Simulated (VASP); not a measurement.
Here is a VASP 6.6.1 calculation.

The input INCAR:

```
SYSTEM = SiC
PREC = Accurate
ENCUT = 520
EDIFF = 1E-6
ISMEAR = 0
SIGMA = 0.01
LREAL = .False.
LASPH = .True.
NELM = 80
ALGO = Normal
ISIF = 2
LWAVE = .False.
LCHARG = .False.
GGA = PE
NBANDS = 16
```

KPOINTS

```
Automatic mesh
0
Gamma
  6 6 4
  0 0 0
```

POSCAR

```
SiC
1.0
    3.0138491144      0.0000000000      0.0000000000
   -1.5069245572      2.6100698963      0.0000000000
    0.0000000000      0.0000000000      4.9471459292
Si C
2 2
Direct
    0.3333333333      0.6666666667     -0.0003531274
    0.6666666667      0.3333333333      0.4996468726
    0.3333333333      0.6666666667      0.3753531274
    0.6666666667      0.3333333333      0.8753531274
```

Potentials or basis: VASP PAW PBE potentials, release 64 (Si, C).

Run with:

```console
$ cat potpaw_PBE.64/Si/POTCAR potpaw_PBE.64/C/POTCAR > POTCAR
$ mpirun -np 1 vasp_std > vasp.out
```

Task: Predict the band gap on the k mesh.

Result: 2.15 eV, indirect (least direct gap 4.09 eV).

Task: Estimate the pressure.

Result: 18.9 GPa.

Stress tensor (GPa, compression positive):
```
19.11  0.00  0.00
 0.00 19.11  0.00
 0.00  0.00 18.44
```

Caveat: the cell differs from its parent crystal (strain -2.0%). A k mesh can miss the band edges.
